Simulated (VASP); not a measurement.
A run of VASP 6.6.1 is set up as follows.

Contents of INCAR:

```
SYSTEM = Al
PREC = Accurate
ENCUT = 600
EDIFF = 1E-6
ISMEAR = 0
SIGMA = 0.15
LREAL = .FALSE.
LASPH = .TRUE.
NELM = 100
ALGO = Normal
ISIF = 3
LWAVE = .FALSE.
LCHARG = .FALSE.
GGA = CA
IBRION = 2
NSW = 100
EDIFFG = -0.01
PSTRESS = 400.0
```

File KPOINTS:

```
Automatic mesh
0
G
  9 9 3
  0 0 0
```

POSCAR

```
Al
1.0
    2.8270770000      0.0000000000      0.0000000000
   -1.4135385000      2.4483205005      0.0000000000
    0.0000000000      0.0000000000      9.1859930000
Al
4
Direct
    0.0000000000      0.0000000000      0.0000000000
    0.0000000000      0.0000000000      0.5000000000
    0.3333333333      0.6666666667      0.2500000000
    0.6666666667      0.3333333333      0.7500000000
```

Potentials or basis: VASP PAW LDA potentials, release 64 (Al).

Command:

```sh
$ cat potpaw_LDA.64/Al/POTCAR > POTCAR
$ mpirun -np 1 vasp_std > vasp.out
```

Question: Predict the band gap on the k mesh.

Answer: Zero (band 6 reaches 15.74 eV, above the bottom of band 7 at 9.87 eV).

Question: What does it give for the relaxed volume?

Answer: 12.16 Å³/atom.

Question: Estimate the relaxed cell.

Answer: a = 2.576 Å, b = 2.576 Å, c = 8.459 Å, α = 90.00°, β = 90.00°, γ = 120.00°.

Question: What does it give for the space group after relaxing (to 0.05 Å)?

Answer: P6_3/mmc (No. 194).

The path:
```csv
step,energy change (eV),largest force (eV/Å),pressure (GPa),volume (Å³)
1,0.0000,0.0000,-0.30,63.58
2,11.2286,0.0000,206.92,33.43
3,1.1374,0.0000,33.94,49.95
4,1.3538,0.0000,38.29,48.99
5,1.4426,0.0000,40.03,48.62
6,1.4408,0.0000,40.01,48.63
7,1.4413,0.0000,40.01,48.63
```

Caveat: the cell is relaxed towards a set pressure, so the enthalpy falls and the energy may rise; the volume moved by over 15 % at a fixed basis, so the end points are rough.
